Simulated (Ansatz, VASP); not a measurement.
**One calculation of Ge, two programs**

```
Ge
1.0
     6.44842    0.00000    0.00000
     0.00000    6.44842    0.00000
     0.00000    0.00000    3.46713
Ge
8
Cartesian
  0.6312 0.6312 1.7336
  4.6162 4.6162 1.7336
  1.8322 1.8322 0.0000
  1.3920 5.0564 2.6003
  2.5931 3.8554 0.8668
  5.8173 5.8173 0.0000
  5.0564 1.3920 0.8668
  3.8554 2.5931 2.6003
```

Alike in both runs: task single point; functional PBE; k mesh 4 × 4 × 6; occupations gaussian, width 0.1 eV; no spin polarisation.

```csv
,VASP,Ansatz
version,VASP 6.6.1,Ansatz 0.2.0
potentials or method,"VASP PAW PBE potentials, release 64 (Ge_d), cutoff 520 eV","scalar-relativistic, plane waves, PAW"
valence electrons in the cell,112,112
```

VASP gave:

* gap on the k mesh at the Fermi level (eV): none
* rms of the force components (eV/Å): 1.341

Question: Which values does Ansatz return?

Answer: gap on the k mesh at the Fermi level (eV): none; rms of the force components (eV/Å): 1.336.

Atom by atom the forces differ by 0.006 eV/Å (rms over components). A gap of «none» marks a metal or a gap that the smearing closes. With one functional, cell and mesh, what is left measures potentials, basis and numerics.
